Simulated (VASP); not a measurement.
Set up this calculation in VASP 6.6.1, as the native input.

```
Task                   : single point
Functional             : RPBE
Dispersion             : D4
Potentials or basis    : VASP PAW PBE potentials, release 64 (W_sv, S)
Cutoff                 : 520 eV
k mesh                 : 9 × 9 × 9
Occupations            : fermi-dirac, width 0.05 eV
Spin                   : no spin polarisation
Dipole correction      : no
Further INCAR settings : ALGO = Normal; EDIFF = 1e-06; NBANDS = 17
```

The structure of WS lies in POSCAR:

```
WS
1.0
    2.9694971437      0.0000000000      0.0000000000
    0.0000000000      2.9694971437      0.0000000000
    0.0000000000      0.0000000000      2.9694971437
W S
1 1
Direct
    0.5000000000      0.5000000000      0.5000000000
    0.0000000000      0.0000000000      0.0000000000
```

The input as run:

INCAR

```
SYSTEM = WS
PREC     = Accurate       ! precision mode
ENCUT    = 520            ! plane-wave cutoff, eV
EDIFF    = 1E-6           ! SCF threshold, eV
ISMEAR   = -1             ! smearing method
SIGMA    = 0.05           ! smearing width, eV
LREAL    = .False.        ! projectors in reciprocal space
LASPH    = .True.         ! aspherical terms in the spheres
NELM     = 60             ! most SCF steps
ALGO     = Normal         ! electronic algorithm
ISIF     = 2              ! what is computed and relaxed
LWAVE    = .False.        ! write WAVECAR
LCHARG   = .False.        ! write CHGCAR
GGA      = RP             ! functional
IVDW     = 13             ! dispersion correction
NBANDS   = 17             ! bands
```

KPOINTS

```
regular mesh
0
Gamma
  9 9 9
  0 0 0
```

Potentials or basis: VASP PAW PBE potentials, release 64 (W_sv, S).

Launch:

```console
$ cat potpaw_PBE.64/W_sv/POTCAR potpaw_PBE.64/S/POTCAR > POTCAR
$ mpirun -np 1 vasp_std > vasp.out
```

It gave:

- Pressure: 0.2 GPa
- Band gap on the k mesh: zero (band 10 reaches 15.28 eV, above the bottom of band 11 at 12.61 eV)
- Dispersion energy per atom: -1.244 eV

Caveat: the PAW data sets were made with another functional, which shifts forces and pressure a little; spin-orbit coupling is left out, which moves the levels of the heavy elements; pairwise dispersion overbinds metals, which lowers pressure and volume.

Run time: 4.7 s on 1 thread of Intel(R) Xeon(R) 6975P-C (Granite Rapids), on a shared host, peak memory 0.15 GiB.
